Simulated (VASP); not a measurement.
EuAgSb, 6 atoms in the cell. It takes space group P6_3/mmc (No. 194, hexagonal). Conventional cell: a = 4.818 Å, b = 4.818 Å, c = 8.392 Å, α = 90.00°, β = 90.00°, γ = 120.00°. Within 4.6 Å of Eu (site symmetry -3m) lie 6 Ag at 3.48 Å and 6 Sb at 3.48 Å and 2 Eu at 4.20 Å. Within 3.7 Å of Sb (site symmetry -6m2) lie 3 Ag at 2.78 Å and 6 Eu at 3.48 Å. Ag (site symmetry -6m2) has 3 Sb at 2.78 Å and 6 Eu at 3.48 Å within 3.7 Å. 

- Program: VASP 6.6.1
- Task: single point
- Functional: PBEsol
- Potentials or basis: VASP PAW PBE potentials, release 64 (Eu, Sb, Ag)
- Cutoff: 520 eV
- k mesh: 7 × 7 × 4
- Occupations: fermi-dirac, width 0.05 eV
- Spin: collinear spin, ferromagnetic start
- Starting moments: [7.0, 7.0, 0.0, 0.0, 0.0, 0.0] μB
- Dipole correction: no
- Further INCAR settings: ALGO = Normal; EDIFF = 1e-06; NBANDS = 46

Potentials or basis: VASP PAW PBE potentials, release 64 (Eu, Sb, Ag).

Launch:

```sh
$ cat potpaw_PBE.64/Eu/POTCAR potpaw_PBE.64/Sb/POTCAR potpaw_PBE.64/Ag/POTCAR > POTCAR
$ mpirun -np 1 vasp_std > vasp.out
```

Hardware: 1 thread of Intel Xeon 8259CL (shared host).

Q: How long does it take, and how much memory?

A: Run time: 14 min on 1 thread of Intel Xeon 8259CL (shared host), peak memory 0.51 GiB. Counts: scf iterations 20, k points 24.
